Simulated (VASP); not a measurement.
# TiC (I4/mmm) in VASP: notebook

The runs below take TiC through electric field gradients, with PBE.

Program: VASP 6.6.1. These are calculated values, not measurements. Logs are shortened: lines on timing, memory, paths and dates and some standing lists are left out, and cuts for length are marked.

### 1 The cell of the first run

It takes space group I4/mmm (No. 139, tetragonal). The conventional cell has a = 3.030 Å, b = 3.030 Å, c = 4.328 Å, α = 90.00°, β = 90.00°, γ = 90.00°. Within 2.8 Å of Ti (site symmetry 4/mmm) lie 6 C at 2.14 to 2.16 Å. C (site symmetry 4/mmm) has 6 Ti at 2.14 to 2.16 Å within 2.8 Å.

### 2 Electric field gradients, PBE (x and y stretched by -1 %, z held)

Contents of INCAR:

```
SYSTEM = TiC
  PREC = Accurate
  ENCUT = 520
  EDIFF = 1E-8
  ISMEAR = -1
  SIGMA = 0.03
  LREAL = .FALSE.
  LASPH = .TRUE.
  NELM = 60
  ALGO = Normal
  ISIF = 2
  LWAVE = .FALSE.
  LCHARG = .FALSE.
  GGA = PE
  LEFG = .TRUE.
  NBANDS = 15
```

Contents of KPOINTS:

```
Automatic mesh
0
G
  16 16 16
  0 0 0
```

Contents of POSCAR:

```
TiC
1.0
    0.0000000000      2.1423600000      2.1640000000
    2.1423600000      0.0000000000      2.1640000000
    2.1423600000      2.1423600000      0.0000000000
Ti C
1 1
Direct
    0.0000000000      0.0000000000      0.0000000000
    0.5000000000      0.5000000000      0.5000000000
```

Potentials or basis: VASP PAW PBE potentials, release 64 (Ti_sv, C).

Run with:

```console
$ cat potpaw_PBE.64/Ti_sv/POTCAR potpaw_PBE.64/C/POTCAR > POTCAR
$ mpirun -np 1 vasp_std > vasp.out
```

OUTCAR:

```text
SYSTEM = TiC
   PREC = Accurate
   ENCUT = 520
   EDIFF = 1E-8
   ISMEAR = -1
   LREAL = .FALSE.
   LASPH = .TRUE.
   NELM = 60
   ISIF = 2
   GGA = PE

 ion  position               nearest neighbor table
   1  0.000  0.000  0.000-   2 2.14   2 2.14   2 2.14   2 2.14   2 2.16   2 2.16
   2  0.500  0.500  0.500-   1 2.14   1 2.14   1 2.14   1 2.14   1 2.16   1 2.16

  LATTYP: Found a body centered tetragonal cell.
 ALAT       =     3.0297545675
 C/A-ratio  =     1.4284985479

  Lattice vectors:

 A1 = (  -2.1423600000,   0.0000000000,   2.1640000000)
 A2 = (   2.1423600000,   0.0000000000,   2.1640000000)
 A3 = (   0.0000000000,   2.1423600000,  -2.1640000000)

Analysis of symmetry for initial positions (statically):
=====================================================================
 Subroutine PRICEL returns:
 Original cell was already a primitive cell.

 Routine SETGRP: Setting up the symmetry group for a
 body centered tetragonal supercell.

 Subroutine GETGRP returns: Found 16 space group operations
 (whereof 16 operations were pure point group operations)
 out of a pool of 16 trial point group operations.

The static configuration has the point symmetry D_4h.

Analysis of symmetry for dynamics (positions and initial velocities):
=====================================================================
 Subroutine PRICEL returns:
 Original cell was already a primitive cell.

 Routine SETGRP: Setting up the symmetry group for a
 body centered tetragonal supercell.

 Subroutine GETGRP returns: Found 16 space group operations
 (whereof 16 operations were pure point group operations)
 out of a pool of 16 trial point group operations.

The dynamic configuration has the point symmetry D_4h.

 Subroutine INISYM returns: Found 16 space group operations
 (whereof 16 operations are pure point group operations),
 and found     1 'primitive' translations

----------------------------------------------------------------------------------------

                                     Primitive cell

  volume of cell :      19.8642

  direct lattice vectors                    reciprocal lattice vectors
     0.000000000  2.142360000  2.164000000    -0.233387479  0.233387479  0.231053604
     2.142360000  0.000000000  2.164000000     0.233387479 -0.233387479  0.231053604
     2.142360000  2.142360000  0.000000000     0.233387479  0.233387479 -0.231053604

  length of vectors
     3.045094805  3.045094805  3.029754567     0.402896015  0.402896015  0.402896015

  position of ions in fractional coordinates (direct lattice)
     0.000000000  0.000000000  0.000000000
     0.500000000  0.500000000  0.500000000

  ion indices of the primitive-cell ions
   primitive index   ion index
                 1           1
                 2           2

----------------------------------------------------------------------------------------

 KPOINTS: Automatic mesh

Automatic generation of k-mesh.
 Grid dimensions read from file:
 generate k-points for:   16   16   16

 Generating k-lattice:

  Cartesian coordinates                     Fractional coordinates (reciprocal lattice)
    -0.014586717  0.014586717  0.014440850     0.062500000  0.000000000  0.000000000
     0.014586717 -0.014586717  0.014440850     0.000000000  0.062500000  0.000000000
     0.014586717  0.014586717 -0.014440850     0.000000000  0.000000000  0.062500000

  Length of vectors
     0.025181001  0.025181001  0.025181001

  Shift w.r.t. Gamma in fractional coordinates (k-lattice)
     0.000000000  0.000000000  0.000000000

 Subroutine IBZKPT returns following result:
 ===========================================

 Found    349 irreducible k-points:

 Following reciprocal coordinates:
            Coordinates               Weight
  0.000000  0.000000  0.000000      1.000000
  0.062500  0.000000  0.000000      8.000000
  0.125000  0.000000  0.000000      8.000000
  0.187500 -0.000000  0.000000      8.000000
  0.250000  0.000000  0.000000      8.000000
  0.312500  0.000000  0.000000      8.000000
[... 16 lines left out ...]
 -0.125000  0.062500  0.000000      8.000000
 -0.062500  0.062500  0.000000      4.000000
 [... further k-points ...]
   k-points           NKPTS =    349   k-points in BZ     NKDIM =    349   number of bands    NBANDS=     15
   number of dos      NEDOS =    301   number of ions     NIONS =      2
   total plane-waves  NPLWV =  13824
   dimension x,y,z NGX =    24 NGY =   24 NGZ =   24
   dimension x,y,z NGXF=    48 NGYF=   48 NGZF=   48
   ions per type =               1   1
   NGX,Y,Z   is equivalent  to a cutoff of  13.10, 13.10, 13.17 a.u.
   NGXF,Y,Z  is equivalent  to a cutoff of  26.21, 26.21, 26.34 a.u.
 SYSTEM =  TiC
   PREC   = accura    normal or accurate (medium, high low for compatibility)
   ISTART =      0    job   : 0-new  1-cont  2-samecut
   ICHARG =      2    charge: 1-file 2-atom 10-const
   ISPIN  =      1    spin polarized calculation?
   LNONCOLLINEAR =      F non collinear calculations
   LSORBIT =      F    spin-orbit coupling
   LASPH  =      T    aspherical Exc in radial PAW
   ENCUT  =  520.0 eV  38.22 Ry    6.18 a.u.   5.66  5.66  5.63*2*pi/ulx,y,z
   NELM   =     60;   NELMIN=  2; NELMDL= -5     # of ELM steps
   EDIFF  = 0.1E-07   stopping-criterion for ELM
   LREAL  =      F    real-space projection
   EDIFFG = 0.1E-06   stopping-criterion for IOM
   NSW    =      0    number of steps for IOM
   IBRION =     -1    ionic relax: 0-MD 1-quasi-New 2-CG
   NFREE  =      0    steps in history (QN), initial steepest desc. (CG)
   ISIF   =      2    stress and relaxation
   ISYM   =      2    0-nonsym 1-usesym 2-fastsym
   POTIM  = 0.5000    time-step for ionic-motion
   TEBEG  =    0.0;   TEEND  =   0.0 temperature during run
   PSTRESS=    0.0 pullay stress
   NELECT =      16.0000    total number of electrons
   NUPDOWN=      -1.0000    fix difference up-down
   EMIN   =  10.00;   EMAX   =-10.00  energy-range for DOS
   EFERMI =   0.00;   METHOD = LEGACY
   ISMEAR =    -1;   SIGMA  =   0.03  broadening in eV -4-tet -1-fermi 0-gaus
   EFERMI_NEDOS =   21; number of points for ismear=-14 and -15
   IALGO  =     38    algorithm
   IMIX   =      4    mixing-type and parameters
     AMIX     =   0.40;   BMIX     =  1.00
     AMIX_MAG =   1.60;   BMIX_MAG =  1.00
  volume/ion in A,a.u.               =       9.93        67.03
  Fermi-wavevector in a.u.,A,eV,Ry     =   1.523202  2.878434 31.567471  2.320144
  Thomas-Fermi vector in A             =   2.631677
   LORBIT       =      0    0 simple, 1 ext, 2 COOP (PROOUT), +10 PAW based schemes
   GGA     = PE    functional components
   LHFCALC =     F    Hartree Fock is set to
   AEXX    =    0.0000 exact exchange contribution
   IVDW    =     0    specifies the selected vdW correction
   LEPSILON=     F    determine dielectric tensor
   LRPA    =     F    only Hartree local field effects (RPA)
 non-spin polarized calculation
  energy-cutoff  :      520.00
  volume of cell :       19.86
 maximum number of plane-waves:       546
   NGX = 11   NGY = 11   NGZ = 11

 number of electron      16.0000003 magnetization

 Free energy of the ion-electron system (eV)
  ---------------------------------------------------
  ext. energy  EPLUGINS =         0.00000000
  ---------------------------------------------------
  free energy    TOTEN  =       -18.69755193 eV

  energy without entropy =      -18.69634030  energy(sigma->0) =      -18.69694612

 E-fermi :   9.6703     XC(G=0): -12.8146

 val. band max:        9.6569965947   @ k =   0.1250   0.0000   0.0625
 cond. band min:       9.6740230664   @ k =   0.3750   0.3125   0.0000
 fundamental gap:      0.0170264717
 Fermi energy:         9.6703148299

 k-point     1 :       0.0000    0.0000    0.0000
  band No.  band energies     occupation
      1     -46.8439      2.00000
      2     -22.8651      2.00000
      3     -22.8512      2.00000
      4     -22.8512      2.00000
      5      -2.8237      2.00000
      6      10.3300      0.00000
      7      10.4069      0.00000
      8      10.4069      0.00000
      9      11.3576      0.00000
     10      11.3982      0.00000
     11      11.3982      0.00000
     12      11.3997      0.00000
     13      11.4789      0.00000
     14      20.4974      0.00000
[... 401 lines left out ...]
      2     -22.9033      2.00000
      3     -22.8789      2.00000
      4     -22.8520      2.00000
      5      -2.5808      2.00000
      6       9.4339      1.99924
      7       9.6387      1.48356
      8       9.6508      1.31355
      9      10.5211      0.00000
     10      11.0688      0.00000
     11      11.9939      0.00000
     12      12.5359      0.00000
     13      13.5006      0.00000
     14      20.9083      0.00000
     15      23.8907      0.00000

 [... further k-points ...]

------------------------ aborting loop because EDIFF is reached ----------------------------------------

  FORCE on cell =-STRESS in cart. coord.  units (eV):
  Direction    XX          YY          ZZ          XY          YZ          ZX
  --------------------------------------------------------------------------------------
  -------------------------------------------------------------------------------------
  Total        0.9646215      0.9646215      0.4568044      0.0000000     -0.0000000      0.0000000
  in kB       77.8028251     77.8028251     36.8441655      0.0000000     -0.0000000      0.0000000
  external PRESSURE =      64.1499385 kB  Pullay stress =       0.0000000 kB

 VOLUME and BASIS-vectors are now :
 -----------------------------------------------------------------------------
  energy-cutoff  :      520.00
  volume of cell :       19.86
      direct lattice vectors                 reciprocal lattice vectors
     0.000000000  2.142360000  2.164000000    -0.233387479  0.233387479  0.231053604
     2.142360000  0.000000000  2.164000000     0.233387479 -0.233387479  0.231053604
     2.142360000  2.142360000  0.000000000     0.233387479  0.233387479 -0.231053604

 POSITION                                       TOTAL-FORCE (eV/Angst)
 -----------------------------------------------------------------------------------
      0.00000      0.00000      0.00000        -0.000000      0.000000     -0.000000
      2.14236      2.14236      2.16400         0.000000     -0.000000      0.000000
 -----------------------------------------------------------------------------------
    total drift:                                0.000000     -0.000000     -0.000000

  FREE ENERGIE OF THE ION-ELECTRON SYSTEM (eV)
  ---------------------------------------------------
  free  energy   TOTEN  =       -18.6975519297 eV

  energy  without entropy=      -18.6963403038  energy(sigma->0) =      -18.69694612

 Electric field gradients (V/A^2)
---------------------------------------------------------------------
 ion       V_xx      V_yy      V_zz      V_xy      V_xz      V_yz
---------------------------------------------------------------------
   1      -3.981    -3.981     7.961     0.001     0.001     0.001
   2      -0.569    -0.569     1.137    -0.000    -0.000    -0.000
---------------------------------------------------------------------

 Electric field gradients after diagonalization (V/A^2)
 (convention: |V_zz| > |V_xx| > |V_yy|)
----------------------------------------------------------------------
 ion       V_xx      V_yy      V_zz     asymmetry (V_yy - V_xx)/ V_zz
----------------------------------------------------------------------
   1      -3.982    -3.980     7.961       0.000
   2      -0.569    -0.569     1.137       0.000
----------------------------------------------------------------------

           NMR quadrupolar parameters

 Cq : quadrupolar parameter    Cq=e*Q*V_zz/h
 eta: asymmetry parameters     (V_yy - V_xx)/ V_zz
 Q  : nuclear electric quadrupole moment in mb (millibarn)
----------------------------------------------------------------------
 ion       Cq(MHz)       eta       Q (mb)
----------------------------------------------------------------------
   1       0.019       0.000       1.000
   2       0.003       0.000       1.000
----------------------------------------------------------------------
```

Run time: 54 s. Hardware: 1 thread of Intel Xeon 6975P-C (Granite Rapids), shared host; peak memory 0.23 GiB.

What came out:

* Free energy: -18.6976 eV
* Pressure: 6.4 GPa
* Band gap on the k mesh: zero (band 8 reaches 10.41 eV, above the bottom of band 9 at 9.24 eV)

Electric field gradients, principal values (V/Å²):
```csv
atom,least,middle,greatest (by size)
1 Ti,-3.980,-3.982,7.961
2 C,-0.569,-0.569,1.137
```

Caveat: the cell differs from its parent crystal (x and y stretched by -1 %, z held); without QUAD_EFG the Cq values of the log hold for a quadrupole moment of 1 mb, not for the nuclei.

### 3 Electric field gradients, PBE (x and y stretched by -1 %, z held)

Contents of INCAR:

```
PREC = Accurate
ENCUT = 520
EDIFF = 1E-8
ISMEAR = -1
SIGMA = 0.03
LREAL = F
LASPH = T
NELM = 60
ALGO = Normal
ISIF = 2
LWAVE = F
LCHARG = F
GGA = PE
LEFG = T
NBANDS = 15
```

Contents of KPOINTS:

```
regular mesh
0
Gamma
  16 16 16
```

POSCAR is that of step 2.

Potentials or basis: VASP PAW PBE potentials, release 64 (Ti_sv, C).

Run with:

```console
$ cat potpaw_PBE.64/Ti_sv/POTCAR potpaw_PBE.64/C/POTCAR > POTCAR
$ mpirun -np 1 vasp_std > vasp.out
```

OUTCAR:

```text
PREC = Accurate
   ENCUT = 520
   EDIFF = 1E-8
   ISMEAR = -1
   LREAL = F
   LASPH = T
   NELM = 60
   ISIF = 2
   GGA = PE

 ion  position               nearest neighbor table
   1  0.000  0.000  0.000-   2 2.14   2 2.14   2 2.14   2 2.14   2 2.16   2 2.16
   2  0.500  0.500  0.500-   1 2.14   1 2.14   1 2.14   1 2.14   1 2.16   1 2.16

  LATTYP: Found a body centered tetragonal cell.
 ALAT       =     3.0297545675
 C/A-ratio  =     1.4284985479

  Lattice vectors:

 A1 = (  -2.1423600000,   0.0000000000,   2.1640000000)
 A2 = (   2.1423600000,   0.0000000000,   2.1640000000)
 A3 = (   0.0000000000,   2.1423600000,  -2.1640000000)

Analysis of symmetry for initial positions (statically):
[... 624 lines left out ...]
 -----------------------------------------------------------------------------
  energy-cutoff  :      520.00
  volume of cell :       19.86
      direct lattice vectors                 reciprocal lattice vectors
     0.000000000  2.142360000  2.164000000    -0.233387479  0.233387479  0.231053604
     2.142360000  0.000000000  2.164000000     0.233387479 -0.233387479  0.231053604
     2.142360000  2.142360000  0.000000000     0.233387479  0.233387479 -0.231053604

 POSITION                                       TOTAL-FORCE (eV/Angst)
 -----------------------------------------------------------------------------------
      0.00000      0.00000      0.00000        -0.000000      0.000000     -0.000000
      2.14236      2.14236      2.16400         0.000000     -0.000000      0.000000
 -----------------------------------------------------------------------------------
    total drift:                                0.000000     -0.000000     -0.000000

  FREE ENERGIE OF THE ION-ELECTRON SYSTEM (eV)
  ---------------------------------------------------
  free  energy   TOTEN  =       -18.6975519297 eV

  energy  without entropy=      -18.6963403038  energy(sigma->0) =      -18.69694612

 Electric field gradients (V/A^2)
---------------------------------------------------------------------
 ion       V_xx      V_yy      V_zz      V_xy      V_xz      V_yz
---------------------------------------------------------------------
   1      -3.981    -3.981     7.961     0.001     0.001     0.001
   2      -0.569    -0.569     1.137    -0.000    -0.000    -0.000
---------------------------------------------------------------------

 Electric field gradients after diagonalization (V/A^2)
 (convention: |V_zz| > |V_xx| > |V_yy|)
----------------------------------------------------------------------
 ion       V_xx      V_yy      V_zz     asymmetry (V_yy - V_xx)/ V_zz
----------------------------------------------------------------------
   1      -3.982    -3.980     7.961       0.000
   2      -0.569    -0.569     1.137       0.000
----------------------------------------------------------------------

           NMR quadrupolar parameters

 Cq : quadrupolar parameter    Cq=e*Q*V_zz/h
 eta: asymmetry parameters     (V_yy - V_xx)/ V_zz
 Q  : nuclear electric quadrupole moment in mb (millibarn)
----------------------------------------------------------------------
 ion       Cq(MHz)       eta       Q (mb)
----------------------------------------------------------------------
   1       0.019       0.000       1.000
   2       0.003       0.000       1.000
----------------------------------------------------------------------
```

OSZICAR:

```text
N       E                     dE             d eps       ncg     rms          rms(c)
DAV:   1     0.118750754997E+03    0.11875E+03   -0.80137E+03 10491   0.128E+03
DAV:   2    -0.166744588045E+02   -0.13543E+03   -0.12680E+03 11247   0.336E+02
DAV:   3    -0.240131663393E+02   -0.73387E+01   -0.72231E+01 13618   0.773E+01
DAV:   4    -0.242431855854E+02   -0.23002E+00   -0.22979E+00 13096   0.126E+01
DAV:   5    -0.242491080881E+02   -0.59225E-02   -0.59220E-02 13618   0.177E+00    0.187E+01
DAV:   6    -0.192625957328E+02    0.49865E+01   -0.11637E+01 14961   0.565E+01    0.678E+00
DAV:   7    -0.187253753797E+02    0.53722E+00   -0.20424E+00 12222   0.203E+01    0.508E+00
DAV:   8    -0.187019356067E+02    0.23440E-01   -0.10475E-01 12038   0.363E+00    0.325E+00
DAV:   9    -0.187006891987E+02    0.12464E-02   -0.82949E-02 14037   0.377E+00    0.762E-01
DAV:  10    -0.186991853008E+02    0.15039E-02   -0.10668E-02 14137   0.138E+00    0.608E-01
DAV:  11    -0.186976170546E+02    0.15682E-02   -0.25929E-03 12164   0.727E-01    0.150E-01
DAV:  12    -0.186975573931E+02    0.59661E-04   -0.25660E-04 12766   0.157E-01    0.367E-02
DAV:  13    -0.186975519299E+02    0.54632E-05   -0.27939E-05 12400   0.430E-02    0.648E-03
DAV:  14    -0.186975520882E+02   -0.15835E-06   -0.63028E-07 13066   0.593E-03    0.521E-03
DAV:  15    -0.186975519224E+02    0.16576E-06   -0.21936E-07 12381   0.546E-03    0.841E-04
DAV:  16    -0.186975519297E+02   -0.72043E-08   -0.62984E-09  8663   0.868E-04
   1 F= -.18697552E+02 E0= -.18696946E+02  d E =-.121163E-02
```

stdout:

```text
POSCAR found type information on POSCAR TiC
 POSCAR found :  2 types and       2 ions
 scaLAPACK will be used
 LDA part: xc-table for (Slater+PW92), standard interpolation
 POSCAR, INCAR and KPOINTS ok, starting setup
 FFT: planning ... GRIDC
 FFT: planning ... GRID_SOFT
 FFT: planning ... GRID
 WAVECAR not read
 entering main loop
ion   1

ion   2
```

Run time: 56 s. Hardware: 1 thread of Intel Xeon 6975P-C (Granite Rapids), shared host; peak memory 0.21 GiB.

What came out:

- Free energy: -18.6976 eV
- Pressure: 6.4 GPa
- Band gap on the k mesh: zero (band 8 reaches 10.41 eV, above the bottom of band 9 at 9.24 eV)

Electric field gradients, principal values (V/Å²):
```tsv
atom	least	middle	greatest (by size)
1 Ti	-3.980	-3.982	7.961
2 C	-0.569	-0.569	1.137
```

Caveat: the cell differs from its parent crystal (x and y stretched by -1 %, z held); without QUAD_EFG the Cq values of the log hold for a quadrupole moment of 1 mb, not for the nuclei.
